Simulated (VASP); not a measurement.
Here is a VASP 6.6.1 calculation.

INCAR

```
SYSTEM = Hf3GeW
PREC = Accurate
ENCUT = 600
EDIFF = 1E-6
ISMEAR = 0
SIGMA = 0.1
LREAL = .FALSE.
LASPH = .TRUE.
NELM = 80
ALGO = Normal
ISIF = 3
LWAVE = .FALSE.
LCHARG = .FALSE.
GGA = PE
IBRION = 2
NSW = 90
EDIFFG = -0.04
```

Contents of KPOINTS:

```
regular mesh
0
G
  4 4 4
  0 0 0
```

POSCAR

```
Hf3GeW
1.0
    4.5353933100      0.0000000000      0.0000000000
    0.0000000000      4.5353933100      0.0000000000
    0.0000000000      0.0000000000      4.5353933100
Hf Ge W
3 1 1
Direct
    0.5000000000      0.5000000000      0.0000000000
    0.0000000000      0.5000000000      0.5000000000
    0.5000000000      0.0000000000      0.5000000000
    0.5000000000      0.5000000000      0.5000000000
    0.0000000000      0.0000000000      0.0000000000
```

Potentials or basis: VASP PAW PBE potentials, release 64 (Hf_pv, Ge_d, W_sv).

The run is started by

```bash
$ cat potpaw_PBE.64/Hf_pv/POTCAR potpaw_PBE.64/Ge_d/POTCAR potpaw_PBE.64/W_sv/POTCAR > POTCAR
$ mpirun -np 1 vasp_std > vasp.out
```

Problem. What does it give for the relaxed volume?

Solution. 22.94 Å³/atom.

Problem. Predict the space group after relaxing (to 0.1 Å).

Solution. Pm-3m (No. 221).

Final structure:
```yaml
crystal:
  lattice:
    - [4.85845, 0.00000, 0.00000]
    - [0.00000, 4.85845, 0.00000]
    - [0.00000, 0.00000, 4.85845]
  atoms:
    - { symbol: Hf, position: [0.50000, 0.50000, 0.00000] }
    - { symbol: Hf, position: [0.00000, 0.50000, 0.50000] }
    - { symbol: Hf, position: [0.50000, 0.00000, 0.50000] }
    - { symbol: Ge, position: [0.50000, 0.50000, 0.50000] }
    - { symbol: W, position: [0.00000, 0.00000, 0.00000] }
```

Caveat: the volume moved by over 15 % at a fixed basis, so the end points are rough.
